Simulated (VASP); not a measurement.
# P in VASP: further runs

The runs below take P through single point, with PBEsol.

Everything below comes from runs of VASP 6.6.1. Logs are shortened: lines on timing, memory, paths and dates and some standing lists are left out, and cuts for length are marked.

**1. The cell of the first run**

The cell holds a slab with vacuum, 4 atoms: a = 3.182 Å, b = 33.784 Å, c = 4.728 Å, α = 90.00°, β = 90.00°, γ = 90.00°.

**2. Single point, PBEsol**

Input file INCAR:

```
ALGO     = Normal         # electronic algorithm
EDIFF    = 1E-6           # SCF threshold, eV
ENCUT    = 520            # plane-wave cutoff, eV
GGA      = PS             # functional
ISIF     = 2              # what is computed and relaxed
ISMEAR   = 0              # smearing method
LASPH    = T              # aspherical terms in the spheres
LCHARG   = T              # write CHGCAR
LELF     = T              # ELF
LREAL    = F              # projectors in reciprocal space
LVHAR    = T            
LWAVE    = F              # write WAVECAR
NBANDS   = 18             # bands
NELM     = 60             # most SCF steps
PREC     = Accurate       # precision mode
SIGMA    = 0.05           # smearing width, eV
```

Input file KPOINTS:

```
k-points
0
Gamma
  10 1 8
```

Input file POSCAR:

```
P
1.0
    3.1816626636      0.0000000000      0.0000000000
    0.0000000000     33.7841895317      0.0000000000
    0.0000000000      0.0000000000      4.7279813044
P
4
Direct
    0.0000000000      0.9696876236      0.5826201292
    0.0000000000      0.0303123764      0.4173798708
    0.5000000000      0.0303123764      0.0826201292
    0.5000000000      0.9696876236      0.9173798708
```

Potentials or basis: VASP PAW PBE potentials, release 64 (P).

Command:

```sh
$ cat potpaw_PBE.64/P/POTCAR > POTCAR
$ mpirun -np 1 vasp_std > vasp.out
```

OUTCAR:

```text
EDIFF = 1E-6
   ENCUT = 520
   GGA = PS
   ISIF = 2
   ISMEAR = 0
   LASPH = T
   LREAL = F
   NELM = 60
   PREC = Accurate

 ion  position               nearest neighbor table
   1  0.000  0.970  0.583-   2 2.19   4 2.24   4 2.24
   2  0.000  0.030  0.417-   1 2.19   3 2.24   3 2.24
   3  0.500  0.030  0.083-   4 2.19   2 2.24   2 2.24
   4  0.500  0.970  0.917-   3 2.19   1 2.24   1 2.24

  LATTYP: Found a simple orthorhombic cell.
 ALAT       =     3.1816626636
 B/A-ratio  =     1.4860096133
 C/A-ratio  =    10.6184071361

  Lattice vectors:

 A1 = (  -3.1816626636,   0.0000000000,   0.0000000000)
 A2 = (   0.0000000000,   0.0000000000,   4.7279813044)
 A3 = (   0.0000000000,  33.7841895317,   0.0000000000)

Analysis of symmetry for initial positions (statically):
=====================================================================
 Subroutine PRICEL returns:
 Original cell was already a primitive cell.

 Routine SETGRP: Setting up the symmetry group for a
 simple orthorhombic supercell.

 Subroutine GETGRP returns: Found  8 space group operations
 (whereof  4 operations were pure point group operations)
 out of a pool of  8 trial point group operations.

The static configuration has the point symmetry C_2h.
 The point group associated with its full space group is D_2h.

Analysis of symmetry for dynamics (positions and initial velocities):
=====================================================================
 Subroutine PRICEL returns:
 Original cell was already a primitive cell.

 Routine SETGRP: Setting up the symmetry group for a
 simple orthorhombic supercell.

 Subroutine GETGRP returns: Found  8 space group operations
 (whereof  4 operations were pure point group operations)
 out of a pool of  8 trial point group operations.

The dynamic configuration has the point symmetry C_2h.
 The point group associated with its full space group is D_2h.

 Subroutine INISYM returns: Found  8 space group operations
 (whereof  4 operations are pure point group operations),
 and found     1 'primitive' translations

----------------------------------------------------------------------------------------

                                     Primitive cell

  volume of cell :     508.2102

  direct lattice vectors                    reciprocal lattice vectors
     3.181662664  0.000000000  0.000000000     0.314301076  0.000000000  0.000000000
     0.000000000 33.784189532  0.000000000     0.000000000  0.029599645  0.000000000
     0.000000000  0.000000000  4.727981304     0.000000000  0.000000000  0.211506759

  length of vectors
     3.181662664 33.784189532  4.727981304     0.314301076  0.029599645  0.211506759

  position of ions in fractional coordinates (direct lattice)
     0.000000000  0.969687624  0.582620129
     0.000000000  0.030312376  0.417379871
     0.500000000  0.030312376  0.082620129
     0.500000000  0.969687624  0.917379871

  ion indices of the primitive-cell ions
   primitive index   ion index
                 1           1
                 2           2
                 3           3
                 4           4

----------------------------------------------------------------------------------------

 KPOINTS: k-points

Automatic generation of k-mesh.
 Grid dimensions read from file:
 generate k-points for:   10    1    8

 Generating k-lattice:

  Cartesian coordinates                     Fractional coordinates (reciprocal lattice)
     0.031430108  0.000000000  0.000000000     0.100000000  0.000000000  0.000000000
     0.000000000  0.029599645  0.000000000     0.000000000  1.000000000  0.000000000
     0.000000000  0.000000000  0.026438345     0.000000000  0.000000000  0.125000000

  Length of vectors
     0.031430108  0.029599645  0.026438345

  Shift w.r.t. Gamma in fractional coordinates (k-lattice)
     0.000000000  0.000000000  0.000000000

 Subroutine IBZKPT returns following result:
 ===========================================

 Found     30 irreducible k-points:

 Following reciprocal coordinates:
            Coordinates               Weight
  0.000000  0.000000  0.000000      1.000000
  0.100000  0.000000  0.000000      2.000000
  0.200000  0.000000  0.000000      2.000000
  0.300000  0.000000  0.000000      2.000000
  0.400000  0.000000  0.000000      2.000000
  0.500000  0.000000  0.000000      1.000000
[... 16 lines left out ...]
  0.400000  0.000000  0.375000      4.000000
  0.500000  0.000000  0.375000      2.000000
 [... further k-points ...]
   k-points           NKPTS =     30   k-points in BZ     NKDIM =     30   number of bands    NBANDS=     18
   number of dos      NEDOS =    301   number of ions     NIONS =      4
   total plane-waves  NPLWV = 217728
   dimension x,y,z NGX =    24 NGY =  252 NGZ =   36
   dimension x,y,z NGXF=    48 NGYF=  504 NGZF=   72
   ions per type =               4
   NGX,Y,Z   is equivalent  to a cutoff of  12.54, 12.40, 12.66 a.u.
   NGXF,Y,Z  is equivalent  to a cutoff of  25.08, 24.80, 25.32 a.u.
 SYSTEM =  unknown system
   PREC   = accura    normal or accurate (medium, high low for compatibility)
   ISTART =      0    job   : 0-new  1-cont  2-samecut
   ICHARG =      2    charge: 1-file 2-atom 10-const
   ISPIN  =      1    spin polarized calculation?
   LNONCOLLINEAR =      F non collinear calculations
   LSORBIT =      F    spin-orbit coupling
   LASPH  =      T    aspherical Exc in radial PAW
   ENCUT  =  520.0 eV  38.22 Ry    6.18 a.u.   5.92 62.82  8.79*2*pi/ulx,y,z
   NELM   =     60;   NELMIN=  2; NELMDL= -5     # of ELM steps
   EDIFF  = 0.1E-05   stopping-criterion for ELM
   LREAL  =      F    real-space projection
[... 7 lines left out ...]
   TEBEG  =    0.0;   TEEND  =   0.0 temperature during run
   PSTRESS=    0.0 pullay stress
   NELECT =      20.0000    total number of electrons
   NUPDOWN=      -1.0000    fix difference up-down
   EMIN   =  10.00;   EMAX   =-10.00  energy-range for DOS
   EFERMI =   0.00;   METHOD = LEGACY
   ISMEAR =     0;   SIGMA  =   0.05  broadening in eV -4-tet -1-fermi 0-gaus
   EFERMI_NEDOS =   21; number of points for ismear=-14 and -15
   IALGO  =     38    algorithm
   IMIX   =      4    mixing-type and parameters
     AMIX     =   0.40;   BMIX     =  1.00
     AMIX_MAG =   1.60;   BMIX_MAG =  1.00
  volume/ion in A,a.u.               =     127.05       857.39
  Fermi-wavevector in a.u.,A,eV,Ry     =   0.556848  1.052291  4.218898  0.310080
  Thomas-Fermi vector in A             =   1.591191
   LORBIT       =      0    0 simple, 1 ext, 2 COOP (PROOUT), +10 PAW based schemes
   GGA     = PS    functional components
   LHFCALC =     F    Hartree Fock is set to
   AEXX    =    0.0000 exact exchange contribution
   IVDW    =     0    specifies the selected vdW correction
   LEPSILON=     F    determine dielectric tensor
   LRPA    =     F    only Hartree local field effects (RPA)
 non-spin polarized calculation
 Gauss-broadening in eV      SIGMA  =   0.05
  energy-cutoff  :      520.00
  volume of cell :      508.21
 maximum number of plane-waves:     13752
 NGX is ok and might be reduce to    24
   NGX = 11   NGY =125   NGZ = 17

 number of electron      20.0000002 magnetization

 Free energy of the ion-electron system (eV)
  ---------------------------------------------------
  ext. energy  EPLUGINS =         0.00000000
  ---------------------------------------------------
  free energy    TOTEN  =       -22.69554862 eV

  energy without entropy =      -22.69554862  energy(sigma->0) =      -22.69554862

 E-fermi :  -3.3800     XC(G=0):  -1.8279

 val. band max:       -3.6621724769   @ k =   0.1000   0.0000   0.0000
 cond. band min:      -2.7809062513   @ k =   0.3000   0.0000   0.0000
 fundamental gap:      0.8812662256
 Fermi energy:        -3.3800157839

 k-point     1 :       0.0000    0.0000    0.0000
  band No.  band energies     occupation
      1     -18.5365      2.00000
      2     -15.7804      2.00000
      3     -13.1623      2.00000
      4      -9.2099      2.00000
      5      -8.3702      2.00000
      6      -8.3209      2.00000
[... 10 lines left out ...]
     17       1.6838      0.00000
     18       1.8289      0.00000

 k-point     2 :       0.1000    0.0000    0.0000
  band No.  band energies     occupation
      1     -18.4090      2.00000
      2     -15.6464      2.00000
      3     -13.1579      2.00000
      4      -9.1134      2.00000
      5      -8.3201      2.00000
      6      -8.2530      2.00000
[... 10 lines left out ...]
     17       1.8325      0.00000
     18       1.9593      0.00000

 k-point     3 :       0.2000    0.0000    0.0000
  band No.  band energies     occupation
      1     -18.0296      2.00000
      2     -15.2456      2.00000
      3     -13.2335      2.00000
      4      -8.8439      2.00000
      5      -8.5861      2.00000
      6      -8.1823      2.00000
[... 10 lines left out ...]
     17       1.8996      0.00000
     18       2.2765      0.00000

 k-point     4 :       0.3000    0.0000    0.0000
  band No.  band energies     occupation
      1     -17.4087      2.00000
      2     -14.5821      2.00000
      3     -13.6419      2.00000
      4      -9.6928      2.00000
      5      -8.9996      2.00000
      6      -8.4893      2.00000
[... 375 lines left out ...]
      4     -11.1880      2.00000
      5      -9.2598      2.00000
      6      -8.5995      2.00000
[... 10 lines left out ...]
     17       3.1073      0.00000
     18       3.4913      0.00000

 k-point    23 :       0.4000    0.0000    0.3750
  band No.  band energies     occupation
      1     -16.0218      2.00000
      2     -15.2514      2.00000
      3     -12.9211      2.00000
      4     -11.9942      2.00000
      5      -9.2705      2.00000
      6      -8.5504      2.00000
[... 10 lines left out ...]
     17       2.4410      0.00000
     18       3.3600      0.00000

 k-point    24 :       0.5000    0.0000    0.3750
  band No.  band energies     occupation
      1     -15.2941      2.00000
      2     -15.2941      2.00000
      3     -12.8767      2.00000
      4     -12.8767      2.00000
      5      -8.5968      2.00000
      6      -8.5968      2.00000
[... 10 lines left out ...]
     17       2.9134      0.00000
     18       2.9134      0.00000

 [... further k-points ...]

------------------------ aborting loop because EDIFF is reached ----------------------------------------

  FORCE on cell =-STRESS in cart. coord.  units (eV):
  Direction    XX          YY          ZZ          XY          YZ          ZX
  --------------------------------------------------------------------------------------
  -------------------------------------------------------------------------------------
  Total        1.5489360      1.7415052     -3.1786454      0.0000000     -0.0000000      0.0000000
  in kB        4.8831569      5.4902480    -10.0209590      0.0000000     -0.0000000      0.0000000
  external PRESSURE =       0.1174820 kB  Pullay stress =       0.0000000 kB

 VOLUME and BASIS-vectors are now :
 -----------------------------------------------------------------------------
  energy-cutoff  :      520.00
  volume of cell :      508.21
      direct lattice vectors                 reciprocal lattice vectors
     3.181662664  0.000000000  0.000000000     0.314301076  0.000000000  0.000000000
     0.000000000 33.784189532  0.000000000     0.000000000  0.029599645  0.000000000
     0.000000000  0.000000000  4.727981304     0.000000000  0.000000000  0.211506759

 POSITION                                       TOTAL-FORCE (eV/Angst)
 -----------------------------------------------------------------------------------
      0.00000     32.76011      2.75462         0.000000     -0.429102      0.931789
      0.00000      1.02408      1.97336        -0.000000      0.429102     -0.931789
      1.59083      1.02408      0.39063         0.000000      0.429102      0.931789
      1.59083     32.76011      4.33735        -0.000000     -0.429102     -0.931789
 -----------------------------------------------------------------------------------
    total drift:                               -0.000000      0.000000     -0.000000

  FREE ENERGIE OF THE ION-ELECTRON SYSTEM (eV)
  ---------------------------------------------------
  free  energy   TOTEN  =       -22.6955486193 eV

  energy  without entropy=      -22.6955486193  energy(sigma->0) =      -22.69554862
```

Run time: 3.3 min. Hardware: 1 thread of AMD EPYC 9R45 (Zen 5), shared host; peak memory 0.54 GiB.

What came out:

- Free energy: -22.6955 eV
- Largest force: 1.026 eV/Å
- Band gap on the k mesh: 0.88 eV (least direct gap 1.32 eV)

Forces in eV/Å, atoms in the order of the input:
```
P    0.000 -0.429  0.932
P    0.000  0.429 -0.932
P    0.000  0.429  0.932
P    0.000 -0.429 -0.932
```

Levels at points of the mesh, in eV from the valence-band top:
| k point | band 6 | band 7 | band 8 | band 9 | band 10 | band 11 | band 12 | band 13 | band 14 | band 15 |
| --- | --- | --- | --- | --- | --- | --- | --- | --- | --- | --- |
| (0.00, 0.00, 0.00) | -4.66 | -2.34 | -1.59 | -0.52 | -0.02 | 1.32 | 2.58 | 3.52 | 3.69 | 4.68 |
| (0.50, 0.00, 0.00) | -4.96 | -2.60 | -2.60 | -1.70 | -1.70 | 1.18 | 1.18 | 2.11 | 2.11 | 4.31 |
| (0.00, 0.00, 0.50) | -2.79 | -1.49 | -1.49 | -1.33 | -1.33 | 2.99 | 2.99 | 3.93 | 3.93 | 4.20 |
| (0.50, 0.00, 0.50) | -4.69 | -4.48 | -4.48 | -0.79 | -0.79 | 2.84 | 2.84 | 3.43 | 3.43 | 5.06 |

Caveat: the PAW data sets were made with another functional, which shifts forces and pressure a little.

**3. Single point, PBEsol**

This run uses another cell than the first one, of the same volume but with other edges.

Input file INCAR:

```
SYSTEM = P
  ALGO = Normal
  EDIFF = 1E-6
  ENCUT = 520
  GGA = PS
  ISIF = 2
  ISMEAR = 0
  LASPH = .TRUE.
  LCHARG = .FALSE.
  LREAL = .FALSE.
  LWAVE = .FALSE.
  NBANDS = 18
  NELM = 80
  PREC = Accurate
  SIGMA = 0.05
```

Input file KPOINTS:

```
k-points
0
G
  10 1 8
  0 0 0
```

Input file POSCAR:

```
P
1.0
    3.3293640234      0.0000000000      0.0000000000
    0.0000000000     35.3525427045      0.0000000000
    0.0000000000      0.0000000000      4.3177893338
P
4
Direct
    0.0000000000      0.9696876236      0.5826201292
    0.0000000000      0.0303123764      0.4173798708
    0.5000000000      0.0303123764      0.0826201292
    0.5000000000      0.9696876236      0.9173798708
```

Potentials or basis: VASP PAW PBE potentials, release 64 (P).

Command:

```sh
$ cat potpaw_PBE.64/P/POTCAR > POTCAR
$ mpirun -np 1 vasp_std > vasp.out
```

It took 3.1 min on 1 thread of AMD EPYC 9R45 (Zen 5), shared host; peak memory 0.58 GiB.

Results (log left out):

- Free energy: -22.8209 eV
- Largest force: 0.404 eV/Å
- Band gap on the k mesh: 0.46 eV

Forces in eV/Å, atoms in the order of the input:
```
P    0.000  0.197 -0.352
P    0.000 -0.197  0.352
P    0.000 -0.197 -0.352
P    0.000  0.197  0.352
```

Levels at points of the mesh, in eV from the valence-band top:
```csv
k point,band 7,band 8,band 9,band 10,band 11,band 12,band 13,band 14
"(0.00, 0.00, 0.00)",-3.90,-2.21,-2.02,0.00,0.46,1.11,2.33,3.50
"(0.50, 0.00, 0.00)",-2.80,-2.80,-2.20,-2.20,1.27,1.27,1.83,1.83
"(0.00, 0.00, 0.50)",-2.96,-2.96,-0.98,-0.98,1.76,1.76,3.20,3.20
"(0.50, 0.00, 0.50)",-5.11,-5.11,-1.52,-1.52,2.13,2.13,4.69,4.69
```

Caveat: the PAW data sets were made with another functional, which shifts forces and pressure a little.

**4. Single point, PBEsol**

This run uses another cell than the first one, of the same volume but with other edges.

Input file INCAR:

```
SYSTEM = P
ALGO = Normal
EDIFF = 1E-6
ENCUT = 520
GGA = PS
ISIF = 2
ISMEAR = 0
LASPH = .TRUE.
LCHARG = .FALSE.
LREAL = .FALSE.
LWAVE = .FALSE.
NBANDS = 18
NELM = 100
PREC = Accurate
SIGMA = 0.05
```

KPOINTS is that of step 3.

Input file POSCAR:

```
P
1.0
    3.2313841738      0.0000000000      0.0000000000
    0.0000000000     34.3121527705      0.0000000000
    0.0000000000      0.0000000000      4.5836012217
P
4
Direct
    0.0000000000      0.9696876236      0.5826201292
    0.0000000000      0.0303123764      0.4173798708
    0.5000000000      0.0303123764      0.0826201292
    0.5000000000      0.9696876236      0.9173798708
```

Command:

```sh
$ cat potpaw_PBE.64/P/POTCAR > POTCAR
$ mpirun -np 1 vasp_std > vasp.out
```

Run time: 3 min. Hardware: 1 thread of AMD EPYC 9R45 (Zen 5), shared host; peak memory 0.55 GiB.

The run converged. Its results:

```yaml
Free_energy: -22.8064 eV
Largest_force: 0.528 eV/Å
Band_gap_on_the_k_mesh: 0.90 eV (least direct gap 1.03 eV)
```

Forces on the atoms (eV/Å):
```
P    0.000 -0.217  0.481
P    0.000  0.217 -0.481
P    0.000  0.217  0.481
P    0.000 -0.217 -0.481
```

Levels at points of the mesh, in eV from the valence-band top:
```csv
k point,band 6,band 7,band 8,band 9,band 10,band 11,band 12,band 13,band 14,band 15
"(0.00, 0.00, 0.00)",-4.58,-2.89,-1.75,-1.12,0.00,1.03,2.05,3.24,3.48,4.55
"(0.50, 0.00, 0.00)",-4.91,-2.69,-2.69,-1.88,-1.88,1.20,1.20,2.00,2.00,3.95
"(0.00, 0.00, 0.50)",-2.95,-2.01,-2.01,-1.18,-1.18,2.56,2.56,3.79,3.79,3.86
"(0.50, 0.00, 0.50)",-4.87,-4.69,-4.69,-1.04,-1.04,2.68,2.68,3.75,3.75,5.33
```

Caveat: the PAW data sets were made with another functional, which shifts forces and pressure a little.

**5. Overview**

| cell | gap on the mesh (eV) | largest force (eV/Å) |
| --- | --- | --- |
| a = 3.182, b = 33.784, c = 4.728 Å, 4 atoms | 0.88 | 1.03 |
| a = 3.329, b = 35.353, c = 4.318 Å, 4 atoms | 0.46 | 0.40 |
| a = 3.231, b = 34.312, c = 4.584 Å, 4 atoms | 0.90 | 0.53 |

Alike in all rows: task single point; level PBEsol; potentials or basis VASP PAW PBE potentials, release 64 (P); no spin polarisation; k mesh 10 × 1 × 8; cutoff (eV) 520; smearing gaussian 0.05 eV.

Caveats: the PAW data sets were made with another functional, which shifts forces and pressure a little.

Absolute energies hang on the potentials; compare differences alone.
